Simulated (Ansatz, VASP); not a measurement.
# CuF in VASP and in Ansatz

```xyz
4
Lattice="3.6052 0.0000 0.0000 -1.8026 3.1222 0.0000 0.0000 0.0000 5.6235" Properties=species:S:1:pos:R:3 pbc="T T T"
Cu    0.0000    2.0814    1.4059
Cu    1.8026    1.0407    4.2176
F     1.8026    1.0407    1.4059
F     0.0000    2.0814    4.2176
```

Alike in both runs: task single point; functional PBE; k mesh 9 × 9 × 4; occupations fermi-dirac, width 0.02 eV; no spin polarisation.

|  | VASP | Ansatz |
| --- | --- | --- |
| version | VASP 6.6.1 | Ansatz 0.2.0 |
| potentials or method | VASP PAW PBE potentials, release 64 (Cu_sv_GW, F) | plane waves, PAW |
| plane-wave cutoff (eV) | 820 | 420 |
| valence electrons in the cell | 52 | 52 |

|  | VASP | Ansatz | Ansatz less VASP |
| --- | --- | --- | --- |
| pressure (GPa) | -3.5 | -3.0 | +0.47 |
| traceless stress, the component that is largest in VASP (GPa) | 1.69 | 1.76 | +0.070 |

The functional is the same, so the differences come from potentials, cutoffs and numerics.
